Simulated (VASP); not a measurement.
# IrSe (F-43m) in VASP: settings compared

The runs below take IrSe through single point, with PBEsol, LDA.

All numbers are computed with VASP 6.6.1; they aren't measurements. Logs are shortened: lines on timing, memory, paths and dates and some standing lists are left out, and cuts for length are marked.

## 1. The cell of the first run

It takes space group F-43m (No. 216, cubic). Conventional cell: a = 5.564 Å, b = 5.564 Å, c = 5.564 Å, α = 90.00°, β = 90.00°, γ = 90.00°. Within 3.2 Å of Ir (site symmetry -43m) lie 4 Se at 2.41 Å. Se (site symmetry -43m) has 4 Ir at 2.41 Å within 3.2 Å.

## 2. Single point, PBEsol

Contents of INCAR:

```
PREC = Accurate ; ENCUT = 520
EDIFF = 1E-6 ; ISMEAR = 0
SIGMA = 0.05 ; LREAL = False
LASPH = True ; NELM = 100
ALGO = Normal ; ISIF = 2
LWAVE = False ; LCHARG = False
GGA = PS ; NBANDS = 14
```

Contents of KPOINTS:

```
regular mesh
0
Gamma
  10 10 10
```

Contents of POSCAR:

```
IrSe
1.0
    0.0000000000      2.7820649878      2.7820649878
    2.7820649878      0.0000000000      2.7820649878
    2.7820649878      2.7820649878      0.0000000000
Ir Se
1 1
Direct
    0.0000000000      0.0000000000      0.0000000000
    0.2500000000      0.2500000000      0.2500000000
```

Potentials or basis: VASP PAW PBE potentials, release 64 (Ir, Se).

The run is started by

```bash
$ cat potpaw_PBE.64/Ir/POTCAR potpaw_PBE.64/Se/POTCAR > POTCAR
$ mpirun -np 1 vasp_std > vasp.out
```

OUTCAR:

```text
PREC = Accurate
   ENCUT = 520
   EDIFF = 1E-6
   ISMEAR = 0
   LREAL = False
   LASPH = True
   NELM = 100
   ISIF = 2
   GGA = PS

 ion  position               nearest neighbor table
   1  0.000  0.000  0.000-   2 2.41   2 2.41   2 2.41   2 2.41
   2  0.250  0.250  0.250-   1 2.41   1 2.41   1 2.41   1 2.41

  LATTYP: Found a face centered cubic cell.
 ALAT       =     5.5641299756

  Lattice vectors:

 A1 = (   0.0000000000,   2.7820649878,   2.7820649878)
 A2 = (   2.7820649878,   0.0000000000,   2.7820649878)
 A3 = (   2.7820649878,   2.7820649878,   0.0000000000)

Analysis of symmetry for initial positions (statically):
=====================================================================
 Subroutine PRICEL returns:
 Original cell was already a primitive cell.

 Routine SETGRP: Setting up the symmetry group for a
 face centered cubic supercell.

 Subroutine GETGRP returns: Found 24 space group operations
 (whereof 24 operations were pure point group operations)
 out of a pool of 48 trial point group operations.

The static configuration has the point symmetry T_d .

Analysis of symmetry for dynamics (positions and initial velocities):
=====================================================================
 Subroutine PRICEL returns:
 Original cell was already a primitive cell.

 Routine SETGRP: Setting up the symmetry group for a
 face centered cubic supercell.

 Subroutine GETGRP returns: Found 24 space group operations
 (whereof 24 operations were pure point group operations)
 out of a pool of 48 trial point group operations.

The dynamic configuration has the point symmetry T_d .

 Subroutine INISYM returns: Found 24 space group operations
 (whereof 24 operations are pure point group operations),
 and found     1 'primitive' translations

----------------------------------------------------------------------------------------

                                     Primitive cell

  volume of cell :      43.0657

  direct lattice vectors                    reciprocal lattice vectors
     0.000000000  2.782064988  2.782064988    -0.179722617  0.179722617  0.179722617
     2.782064988  0.000000000  2.782064988     0.179722617 -0.179722617  0.179722617
     2.782064988  2.782064988  0.000000000     0.179722617  0.179722617 -0.179722617

  length of vectors
     3.934434037  3.934434037  3.934434037     0.311288704  0.311288704  0.311288704

  position of ions in fractional coordinates (direct lattice)
     0.000000000  0.000000000  0.000000000
     0.250000000  0.250000000  0.250000000

  ion indices of the primitive-cell ions
   primitive index   ion index
                 1           1
                 2           2

----------------------------------------------------------------------------------------

 KPOINTS: regular mesh

Automatic generation of k-mesh.
 Grid dimensions read from file:
 generate k-points for:   10   10   10

 Generating k-lattice:

  Cartesian coordinates                     Fractional coordinates (reciprocal lattice)
    -0.017972262  0.017972262  0.017972262     0.100000000  0.000000000  0.000000000
     0.017972262 -0.017972262  0.017972262     0.000000000  0.100000000  0.000000000
     0.017972262  0.017972262 -0.017972262     0.000000000  0.000000000  0.100000000

  Length of vectors
     0.031128870  0.031128870  0.031128870

  Shift w.r.t. Gamma in fractional coordinates (k-lattice)
     0.000000000  0.000000000  0.000000000

 Subroutine IBZKPT returns following result:
 ===========================================

 Found     47 irreducible k-points:

 Following reciprocal coordinates:
            Coordinates               Weight
  0.000000  0.000000  0.000000      1.000000
  0.100000  0.000000  0.000000      8.000000
  0.200000  0.000000  0.000000      8.000000
  0.300000  0.000000  0.000000      8.000000
  0.400000  0.000000  0.000000      8.000000
  0.500000  0.000000  0.000000      4.000000
[... 16 lines left out ...]
  0.300000  0.300000  0.000000      6.000000
  0.400000  0.300000  0.000000     24.000000
 [... further k-points ...]
   k-points           NKPTS =     47   k-points in BZ     NKDIM =     47   number of bands    NBANDS=     14
   number of dos      NEDOS =    301   number of ions     NIONS =      2
   total plane-waves  NPLWV =  27000
   dimension x,y,z NGX =    30 NGY =   30 NGZ =   30
   dimension x,y,z NGXF=    60 NGYF=   60 NGZF=   60
   ions per type =               1   1
   NGX,Y,Z   is equivalent  to a cutoff of  12.68, 12.68, 12.68 a.u.
   NGXF,Y,Z  is equivalent  to a cutoff of  25.35, 25.35, 25.35 a.u.
 SYSTEM =  unknown system
   PREC   = accura    normal or accurate (medium, high low for compatibility)
   ISTART =      0    job   : 0-new  1-cont  2-samecut
   ICHARG =      2    charge: 1-file 2-atom 10-const
   ISPIN  =      1    spin polarized calculation?
   LNONCOLLINEAR =      F non collinear calculations
   LSORBIT =      F    spin-orbit coupling
   LASPH  =      T    aspherical Exc in radial PAW
   ENCUT  =  520.0 eV  38.22 Ry    6.18 a.u.   7.32  7.32  7.32*2*pi/ulx,y,z
   NELM   =    100;   NELMIN=  2; NELMDL= -5     # of ELM steps
   EDIFF  = 0.1E-05   stopping-criterion for ELM
   LREAL  =      F    real-space projection
   EDIFFG = 0.1E-04   stopping-criterion for IOM
   NSW    =      0    number of steps for IOM
   IBRION =     -1    ionic relax: 0-MD 1-quasi-New 2-CG
   NFREE  =      0    steps in history (QN), initial steepest desc. (CG)
   ISIF   =      2    stress and relaxation
   ISYM   =      2    0-nonsym 1-usesym 2-fastsym
   POTIM  = 0.5000    time-step for ionic-motion
   TEBEG  =    0.0;   TEEND  =   0.0 temperature during run
   PSTRESS=    0.0 pullay stress
   NELECT =      15.0000    total number of electrons
   NUPDOWN=      -1.0000    fix difference up-down
   EMIN   =  10.00;   EMAX   =-10.00  energy-range for DOS
   EFERMI =   0.00;   METHOD = LEGACY
   ISMEAR =     0;   SIGMA  =   0.05  broadening in eV -4-tet -1-fermi 0-gaus
   EFERMI_NEDOS =   21; number of points for ismear=-14 and -15
   IALGO  =     38    algorithm
   IMIX   =      4    mixing-type and parameters
     AMIX     =   0.40;   BMIX     =  1.00
     AMIX_MAG =   1.60;   BMIX_MAG =  1.00
  volume/ion in A,a.u.               =      21.53       145.31
  Fermi-wavevector in a.u.,A,eV,Ry     =   1.151847  2.176674 18.051538  1.326751
  Thomas-Fermi vector in A             =   2.288502
   LORBIT       =      0    0 simple, 1 ext, 2 COOP (PROOUT), +10 PAW based schemes
   GGA     = PS    functional components
   LHFCALC =     F    Hartree Fock is set to
   AEXX    =    0.0000 exact exchange contribution
   IVDW    =     0    specifies the selected vdW correction
   LEPSILON=     F    determine dielectric tensor
   LRPA    =     F    only Hartree local field effects (RPA)
 non-spin polarized calculation
 Gauss-broadening in eV      SIGMA  =   0.05
  energy-cutoff  :      520.00
  volume of cell :       43.07
 maximum number of plane-waves:      1211
 NGX is ok and might be reduce to    30
   NGX = 15   NGY = 15   NGZ = 15

 number of electron      14.9999998 magnetization

 Free energy of the ion-electron system (eV)
  ---------------------------------------------------
  ext. energy  EPLUGINS =         0.00000000
  ---------------------------------------------------
  free energy    TOTEN  =       -12.97631515 eV

  energy without entropy =      -12.97423264  energy(sigma->0) =      -12.97527389

 E-fermi :   5.2015     XC(G=0): -10.6593

 val. band max:        5.1963127015   @ k =  -0.4000   0.4000   0.1000
 cond. band min:       5.2193001797   @ k =   0.3000   0.3000   0.0000
 fundamental gap:      0.0229874782
 Fermi energy:         5.2014888128

 k-point     1 :       0.0000    0.0000    0.0000
  band No.  band energies     occupation
      1     -10.3075      2.00000
      2      -0.6776      2.00000
      3      -0.6776      2.00000
      4      -0.6776      2.00000
      5       2.7659      2.00000
      6       2.7659      2.00000
      7       5.8784      0.00000
      8       8.2833      0.00000
      9       8.2833      0.00000
     10       8.2833      0.00000
     11      11.9359      0.00000
     12      11.9359      0.00000
     13      11.9359      0.00000
     14      16.3927      0.00000

 k-point     2 :       0.1000    0.0000    0.0000
  band No.  band energies     occupation
      1     -10.2369      2.00000
      2      -0.8023      2.00000
      3      -0.6335      2.00000
      4      -0.6335      2.00000
      5       2.7428      2.00000
      6       2.7428      2.00000
      7       6.0573      0.00000
      8       7.8801      0.00000
      9       8.1226      0.00000
     10       8.1226      0.00000
     11      11.6222      0.00000
     12      12.1187      0.00000
     13      12.1187      0.00000
     14      16.9283      0.00000

 k-point     3 :       0.2000    0.0000    0.0000
  band No.  band energies     occupation
      1     -10.0464      2.00000
      2      -1.0707      2.00000
      3      -0.5227      2.00000
      4      -0.5227      2.00000
      5       2.7170      2.00000
      6       2.7170      2.00000
      7       5.7959      0.00000
      8       7.5506      0.00000
      9       7.6735      0.00000
     10       7.6735      0.00000
     11      11.3949      0.00000
     12      12.5695      0.00000
     13      12.5695      0.00000
     14      16.7434      0.00000

 k-point     4 :       0.3000    0.0000    0.0000
  band No.  band energies     occupation
      1      -9.7986      2.00000
      2      -1.3035      2.00000
      3      -0.3995      2.00000
      4      -0.3995      2.00000
      5       2.7709      2.00000
      6       2.7709      2.00000
      7       4.5997      2.00000
      8       7.0518      0.00000
      9       7.0518      0.00000
     10       7.9096      0.00000
     11      11.8451      0.00000
     12      13.0388      0.00000
     13      13.0388      0.00000
     14      16.4018      0.00000

 k-point     5 :       0.4000    0.0000    0.0000
  band No.  band energies     occupation
      1      -9.5870      2.00000
      2      -1.4121      2.00000
      3      -0.3155      2.00000
      4      -0.3155      2.00000
      5       2.9141      2.00000
      6       2.9141      2.00000
      7       3.5638      2.00000
      8       6.4712      0.00000
      9       6.4712      0.00000
     10       8.0835      0.00000
     11      12.8840      0.00000
[... 276 lines left out ...]
 k-point    22 :      -0.2000    0.2000    0.0000
  band No.  band energies     occupation
      1      -9.7130      2.00000
      2      -1.2725      2.00000
      3      -0.4587      2.00000
      4      -0.3186      2.00000
      5       2.5210      2.00000
      6       2.9724      2.00000
      7       4.6400      2.00000
      8       5.5164      0.00000
      9       7.3181      0.00000
     10       9.0896      0.00000
     11      11.5272      0.00000
     12      12.4771      0.00000
     13      13.1380      0.00000
     14      16.5812      0.00000

 k-point    23 :       0.3000    0.3000    0.0000
  band No.  band energies     occupation
      1      -9.6250      2.00000
      2      -1.6644      2.00000
      3      -0.0437      2.00000
      4      -0.0437      2.00000
      5       2.1389      2.00000
      6       3.1325      2.00000
      7       5.2193      0.61441
      8       5.5404      0.00000
      9       5.5404      0.00000
     10       9.1522      0.00000
     11      10.5901      0.00000
     12      14.6431      0.00000
     13      14.7093      0.00000
     14      14.7093      0.00000

 k-point    24 :       0.4000    0.3000    0.0000
  band No.  band energies     occupation
      1      -9.4561      2.00000
      2      -1.7378      2.00000
      3       0.0597      2.00000
      4       0.1209      2.00000
      5       2.1975      2.00000
      6       3.1954      2.00000
      7       4.0699      2.00000
      8       5.0968      1.99693
      9       5.3053      0.00331
     10       9.7657      0.00000
     11      10.8339      0.00000
     12      14.0168      0.00000
     13      15.1572      0.00000
     14      16.1575      0.00000

 [... further k-points ...]

------------------------ aborting loop because EDIFF is reached ----------------------------------------

  FORCE on cell =-STRESS in cart. coord.  units (eV):
  Direction    XX          YY          ZZ          XY          YZ          ZX
  --------------------------------------------------------------------------------------
  -------------------------------------------------------------------------------------
  Total       -1.2159191     -1.2159191     -1.2159191      0.0000000     -0.0000000     -0.0000000
  in kB      -45.2359229    -45.2359229    -45.2359229      0.0000000     -0.0000000     -0.0000000
  external PRESSURE =     -45.2359229 kB  Pullay stress =       0.0000000 kB

 VOLUME and BASIS-vectors are now :
 -----------------------------------------------------------------------------
  energy-cutoff  :      520.00
  volume of cell :       43.07
      direct lattice vectors                 reciprocal lattice vectors
     0.000000000  2.782064988  2.782064988    -0.179722617  0.179722617  0.179722617
     2.782064988  0.000000000  2.782064988     0.179722617 -0.179722617  0.179722617
     2.782064988  2.782064988  0.000000000     0.179722617  0.179722617 -0.179722617

 POSITION                                       TOTAL-FORCE (eV/Angst)
 -----------------------------------------------------------------------------------
      0.00000      0.00000      0.00000        -0.000000     -0.000000     -0.000000
      1.39103      1.39103      1.39103         0.000000      0.000000      0.000000
 -----------------------------------------------------------------------------------
    total drift:                                0.000000      0.000000      0.000000

  FREE ENERGIE OF THE ION-ELECTRON SYSTEM (eV)
  ---------------------------------------------------
  free  energy   TOTEN  =       -12.9763151451 eV

  energy  without entropy=      -12.9742326369  energy(sigma->0) =      -12.97527389
```

Run time: 52 s. Hardware: 1 thread of Intel Xeon 8259CL, shared host; peak memory 0.19 GiB.

What came out:

* Free energy: -12.9763 eV
* Pressure: -4.5 GPa
* Band gap on the k mesh: zero (an odd number of electrons rules out a gap without spin polarisation)

Caveat: the cell stands under tension; the PAW data sets were made with another functional, which shifts forces and pressure a little; spin-orbit coupling is left out, which moves the levels of the heavy elements.

## 3. Single point, LDA

Contents of INCAR:

```
PREC = Accurate
ENCUT = 520
EDIFF = 1E-6
ISMEAR = 0
SIGMA = 0.05
LREAL = F
LASPH = T
NELM = 80
ALGO = Normal
ISIF = 2
LWAVE = F
LCHARG = F
GGA = CA
NBANDS = 14
```

KPOINTS is that of step 2.

POSCAR is that of step 2.

Potentials or basis: VASP PAW LDA potentials, release 64 (Ir, Se).

The run is started by

```bash
$ cat potpaw_LDA.64/Ir/POTCAR potpaw_LDA.64/Se/POTCAR > POTCAR
$ mpirun -np 1 vasp_std > vasp.out
```

Wall time 54 s (1 thread of Intel Xeon 8259CL, shared host); peak memory 0.17 GiB.

The run converged. Its results:

- Free energy: -13.7811 eV
- Pressure: -6.8 GPa
- Band gap on the k mesh: zero (an odd number of electrons rules out a gap without spin polarisation)

Levels at points of the mesh, in eV from the Fermi level:
```csv
k point,band 5,band 6,band 7,band 8,band 9,band 10
"(0.00, 0.00, 0.00)",-2.43,-2.43,0.66,3.06,3.06,3.06
"(0.50, 0.00, 0.00)",-2.19,-2.19,-2.04,1.02,1.02,2.90
"(0.50, 0.50, 0.00)",-2.79,-2.08,-1.85,-0.99,-0.99,4.97
```

Caveat: the cell stands under tension; spin-orbit coupling is left out, which moves the levels of the heavy elements.

The gap in the log of VASP goes by the Fermi energy; the results here count the filled bands.